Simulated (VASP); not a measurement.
Mn: single point with PBEsol

The system is Mn.

```
Mn
1.0
     2.48365    0.00000    0.00000
    -1.24182    2.15090    0.00000
     0.00000    0.00000    4.02620
Mn
2
Direct
  0.33333 0.66667 0.25000
  0.66667 0.33333 0.75000
```

| Quantity | Value |
| --- | --- |
| Program | VASP 6.6.1 |
| Task | single point |
| Functional | PBEsol |
| Potentials or basis | VASP PAW PBE potentials, release 64 (Mn_pv) |
| Cutoff | 520 eV |
| k mesh | 10 × 10 × 6 |
| Occupations | fermi-dirac, width 0.05 eV |
| Spin | collinear spin, ferromagnetic start |
| Starting moments | [3.0, 3.0] μB |
| Fixed moment | 6 μB |
| Dipole correction | no |
| Further INCAR settings | ALGO = Normal; EDIFF = 1e-07; NBANDS = 24 |

The pressure is 48.4 GPa, the net moment is 6.00 μB per cell and the site moments are Mn +2.89 μB. The valence electrons inside the program's atomic spheres are Mn 12.02.

Stress tensor (GPa, compression positive):
```
46.90  0.00  0.00
 0.00 46.90  0.00
 0.00  0.00 51.35
```

Wall time 28 s on 1 thread of AMD EPYC 9R45 96-Core Processor (Zen 5) (shared host), peak memory 0.13 GiB.

Caveat: the PAW data sets were made with another functional, which shifts forces and pressure a little; the total moment is fixed, so each spin has its own Fermi level.
